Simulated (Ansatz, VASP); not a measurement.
**TlAs2: VASP beside Ansatz**

```xyz
3
Lattice="0.0000 3.4174 3.4174 3.4174 0.0000 3.4174 3.4174 3.4174 0.0000" Properties=species:S:1:pos:R:3 pbc="T T T"
Tl    0.0000    0.0000    0.0000
As    1.7087    1.7087    1.7087
As    5.1261    5.1261    5.1261
```

Alike in both runs: functional PBE; k mesh 4 × 4 × 4; occupations gaussian, width 0.1 eV; no spin polarisation.

Ansatz relaxed the structure, and its values are those at the end. VASP's run is a single point on that final structure, the one shown.

|  | VASP | Ansatz |
| --- | --- | --- |
| version | VASP 6.6.1 | Ansatz 0.2.0 |
| potentials or method | VASP PAW PBE potentials, release 64 (Tl_d, As), cutoff 520 eV | scalar-relativistic, plane waves, PAW |
| valence electrons in the cell | 23 | 43 |

|  | VASP | Ansatz | Ansatz less VASP |
| --- | --- | --- | --- |
| gap on the k mesh at the Fermi level (eV) | none | none | - |
| pressure (GPa) | 0.3 | 0.3 | -0.01 |

A gap of «none» marks a metal or a gap that the smearing closes. With one functional, cell and mesh, what is left measures potentials, basis and numerics. VASP's potentials hold 23 valence electrons a cell and Ansatz's 43, so a difference there can come from the potentials and not from the codes.

The k mesh is coarse, so the values compare programs but aren't converged. Spin-orbit coupling is off throughout.
